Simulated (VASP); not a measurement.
# KF (Fm-3m) in VASP: a series of runs, part 2 of 2

VASP 6.6.1. The steps go on from the part before.

### 3 Single point, PBE

Contents of INCAR:

```
  PREC = Accurate
  ENCUT = 600
  EDIFF = 1E-6
  ISMEAR = -5
  SIGMA = 0.1
  LREAL = F
  LASPH = T
  NELM = 120
  ALGO = Normal
  ISIF = 2
  LWAVE = F
  LCHARG = T
  GGA = PE
  LELF = T
  LVHAR = T
  NBANDS = 15
  NELECT = 14.0
  GGA_COMPAT = F
```

Contents of KPOINTS:

```
Automatic mesh
0
Gamma
  8 8 8
```

Contents of POSCAR:

```
KF
1.0
    0.0000000000      2.6544134050      2.6544134050
    2.6544134050      0.0000000000      2.6544134050
    2.6544134050      2.6544134050      0.0000000000
K F
1 1
Direct
    0.0000000000      0.0000000000      0.0000000000
    0.5000000000      0.5000000000      0.5000000000
```

Potentials or basis: VASP PAW PBE potentials, release 64 (K_sv, F).

Started as:

```bash
> cat potpaw_PBE.64/K_sv/POTCAR potpaw_PBE.64/F/POTCAR > POTCAR
> mpirun -np 1 vasp_std > vasp.out
```

Wall time 53 s (1 thread of Intel Xeon 8259CL, shared host); peak memory 0.15 GiB.

The run converged. Its results:

```yaml
Free_energy: 4.1563 eV
```

Levels at points of the mesh, in eV from the Fermi level:
| k point | band 3 | band 4 | band 5 | band 6 | band 7 | band 8 | band 9 | band 10 | band 11 | band 12 |
| --- | --- | --- | --- | --- | --- | --- | --- | --- | --- | --- |
| (0.00, 0.00, 0.00) | -1.92 | -1.92 | -1.92 | -0.01 | -0.01 | -0.01 | 14.32 | 18.93 | 18.93 | 18.93 |
| (0.50, 0.00, 0.00) | -2.07 | -1.77 | -1.77 | -0.40 | -0.33 | -0.33 | 16.63 | 18.86 | 19.68 | 19.68 |
| (0.50, 0.50, 0.00) | -2.66 | -2.23 | -2.23 | 0.13 | 0.13 | 0.27 | 16.68 | 17.87 | 19.57 | 21.33 |

Caveat: the cell carries a net charge on a neutralising background, which shifts energy and pressure; the cell is charged against a uniform background, so pressure and absolute levels hang on convention; tetrahedron occupations give inexact forces and stress in metals.

### 4 Single point, BLYP+D3(BJ)

Contents of INCAR:

```
SYSTEM = KF
AGGAC = 1.0
AGGAX = 1.0
ALDAC = 0.0
ALDAX = 1.0
ALGO = Normal
EDIFF = 1E-6
ENCUT = 600
GGA = B5
GGA_COMPAT = .FALSE.
ISIF = 2
ISMEAR = -5
IVDW = 12
LASPH = .TRUE.
LCHARG = .FALSE.
LREAL = .FALSE.
LWAVE = .FALSE.
NBANDS = 15
NELM = 120
PREC = Accurate
SIGMA = 0.1
VDW_A1 = 0.4298
VDW_A2 = 4.2359
VDW_S6 = 1.0
VDW_S8 = 2.6996
```

Contents of KPOINTS:

```
k-points
0
G
  8 8 8
  0 0 0
```

POSCAR is that of step 3.

Potentials or basis: VASP PAW PBE potentials, release 64 (K_sv, F).

Started as:

```bash
> cat potpaw_PBE.64/K_sv/POTCAR potpaw_PBE.64/F/POTCAR > POTCAR
> mpirun -np 1 vasp_std > vasp.out
```

OUTCAR:

```text
SYSTEM = KF
   EDIFF = 1E-6
   ENCUT = 600
   GGA = B5
   ISIF = 2
   ISMEAR = -5
   IVDW = 12
   LASPH = .TRUE.
   LREAL = .FALSE.
   NELM = 120
   PREC = Accurate
 IVDW          = 12

 ion  position               nearest neighbor table
   1  0.000  0.000  0.000-   2 2.65   2 2.65   2 2.65   2 2.65   2 2.65   2 2.65
   2  0.500  0.500  0.500-   1 2.65   1 2.65   1 2.65   1 2.65   1 2.65   1 2.65

  LATTYP: Found a face centered cubic cell.
 ALAT       =     5.3088268100

  Lattice vectors:

[... 623 lines left out ...]

 Edisp (eV)   -0.76321

 E8    (eV) :    -0.5821

  FORCE on cell =-STRESS in cart. coord.  units (eV):
  Direction    XX          YY          ZZ          XY          YZ          ZX
  --------------------------------------------------------------------------------------
  -------------------------------------------------------------------------------------
  Total      -0.05393    -0.05393    -0.05393    -0.00000     0.00000     0.00000
  in kB      -2.30995    -2.30995    -2.30995    -0.00000     0.00000     0.00000
  external pressure =       -2.31 kB  Pullay stress =        0.00 kB

 VOLUME and BASIS-vectors are now :
 -----------------------------------------------------------------------------
  energy-cutoff  :      600.00
  volume of cell :       37.41
      direct lattice vectors                 reciprocal lattice vectors
     0.000000000  2.654413405  2.654413405    -0.188365535  0.188365535  0.188365535
     2.654413405  0.000000000  2.654413405     0.188365535 -0.188365535  0.188365535
     2.654413405  2.654413405  0.000000000     0.188365535  0.188365535 -0.188365535

 POSITION                                       TOTAL-FORCE (eV/Angst)
 -----------------------------------------------------------------------------------
      0.00000      0.00000      0.00000        -0.000000     -0.000000      0.000000
      2.65441      2.65441      2.65441         0.000000      0.000000     -0.000000
 -----------------------------------------------------------------------------------
    total drift:                                0.000000      0.000000      0.000000

  FREE ENERGIE OF THE ION-ELECTRON SYSTEM (eV)
  ---------------------------------------------------
  free  energy   TOTEN  =        -8.8653860343 eV

  energy  without entropy=       -8.8653860343  energy(sigma->0) =       -8.86538603
```

stdout:

```text
POSCAR found type information on POSCAR K F
 POSCAR found :  2 types and       2 ions
 scaLAPACK will be used
 -----------------------------------------------------------------------------
|                                                                             |
|                                                                             |
|     You enforced a specific xc type in the INCAR file but a different       |
|     I HOPE YOU KNOW WHAT YOU ARE DOING!                                     |
|                                                                             |
 -----------------------------------------------------------------------------

 LDA part: xc-table for (Slater(with rela. corr.)+VWN5), standard interpolation
 POSCAR, INCAR and KPOINTS ok, starting setup
 FFT: planning ... GRIDC
 FFT: planning ... GRID_SOFT
 FFT: planning ... GRID
 WAVECAR not read
 entering main loop
```

Run time: 59 s. Hardware: 1 thread of Intel Xeon 8259CL, shared host; peak memory 0.16 GiB.

What came out:

```
Free energy                : -8.8654 eV
Pressure                   : -0.2 GPa
Band gap on the k mesh     : 6.32 eV
Dispersion energy per atom : -0.382 eV
```

Levels at points of the mesh, in eV from the valence-band top:
```tsv
k point	band 4	band 5	band 6	band 7	band 8	band 9	band 10	band 11	band 12	band 13
(0.00, 0.00, 0.00)	-9.24	-9.24	0.00	0.00	0.00	6.32	10.73	10.73	10.73	12.45
(0.50, 0.00, 0.00)	-9.28	-9.28	-0.81	-0.36	-0.36	9.19	10.84	12.17	12.17	14.44
(0.50, 0.50, 0.00)	-9.47	-9.47	-0.19	-0.05	-0.05	8.26	10.41	12.07	13.73	14.35
```

Caveat: three body term missing; the PAW data sets were made with another functional, which shifts forces and pressure a little.

### 5 Single point, PBE

Contents of INCAR:

```
SYSTEM = KF
PREC = Accurate
ENCUT = 600
EDIFF = 1E-6
ISMEAR = 0
SIGMA = 0.5
LREAL = .False.
LASPH = .True.
NELM = 120
ALGO = Normal
ISIF = 2
LWAVE = .False.
LCHARG = .True.
GGA = PE
LELF = .True.
LVHAR = .True.
NBANDS = 15
GGA_COMPAT = .False.
```

Contents of KPOINTS:

```
Automatic mesh
0
Gamma
  8 8 8
  0 0 0
```

POSCAR is that of step 4.

Started as:

```bash
> cat potpaw_PBE.64/K_sv/POTCAR potpaw_PBE.64/F/POTCAR > POTCAR
> mpirun -np 1 vasp_std > vasp.out
```

Run time: 36 s. Hardware: 1 thread of Intel Xeon 8259CL, shared host; peak memory 0.15 GiB.

It converged, with:

| Item | Value |
| --- | --- |
| Free energy | -8.2827 eV |
| Pressure | 2.1 GPa |
| Band gap on the k mesh | 6.27 eV |

Levels at points of the mesh, in eV from the valence-band top:
```tsv
k point	band 5	band 6	band 7	band 8	band 9	band 10	band 11	band 12
(0.00, 0.00, 0.00)	-9.32	0.00	0.00	0.00	6.27	10.74	10.74	10.74
(0.50, 0.00, 0.00)	-9.36	-0.81	-0.36	-0.36	9.15	10.76	12.17	12.17
(0.50, 0.50, 0.00)	-9.54	-0.20	-0.05	-0.05	8.22	10.42	11.97	13.72
```

Caveat: so wide a smearing shifts energies and pressures.

### 6 Overview

```csv
level,smearing,gap on the mesh (eV),pressure (GPa)
PBE,tetrahedron,6.27,2.1
BLYP+D3(BJ),tetrahedron,6.32,-0.2
PBE,gaussian 0.5 eV,6.27,2.1
```

Alike in all rows: task single point; potentials or basis VASP PAW PBE potentials, release 64 (K_sv, F); no spin polarisation; cell as given; k mesh 8 × 8 × 8; cutoff (eV) 600.

On the cell as given the gap runs from 6.27 eV (PBE) to 6.32 eV (BLYP+D3(BJ)). The pressure there spans -0.2 GPa (BLYP+D3(BJ)) to 2.1 GPa (PBE); a positive pressure means that this level wants a larger cell, a negative one a smaller.

Caveats: three body term missing (at least some runs); the PAW data sets were made with another functional, which shifts forces and pressure a little (at least some runs); so wide a smearing shifts energies and pressures (at least some runs).

Total energies depend on the potentials used, so only differences within one code and one set of settings carry meaning.
